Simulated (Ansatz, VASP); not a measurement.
MgO: VASP beside Ansatz

```
Mg O
1.0
     3.48402    0.00000    0.00000
    -1.74201    3.01725    0.00000
     0.00000    0.00000    4.18532
Mg O
2 2
Direct
  0.33333 0.66667 0.25000
  0.66667 0.33333 0.75000
  0.66667 0.33333 0.25000
  0.33333 0.66667 0.75000
```

Alike in both runs: task single point; functional PBE; k mesh 6 × 6 × 4; occupations methfessel-paxton of order 1, width 0.05 eV; no spin polarisation.

```csv
,VASP,Ansatz
version,VASP 6.6.1,Ansatz 0.2.0
potentials or method,"VASP PAW PBE potentials, release 64 (Mg, O)",plane waves
plane-wave cutoff (eV),520,420
valence electrons in the cell,16,32
```

|  | VASP | Ansatz | Ansatz less VASP |
| --- | --- | --- | --- |
| gap on the k mesh at the Fermi level (eV) | 3.43 | 3.45 | +0.016 |
| pressure (GPa) | 4.0 | 4.5 | +0.49 |
| traceless stress, the component that is largest in VASP (GPa) | 0.31 | 0.42 | +0.104 |

VASP's potentials hold 16 valence electrons a cell and Ansatz's 32, so a difference there can come from the potentials and not from the codes.
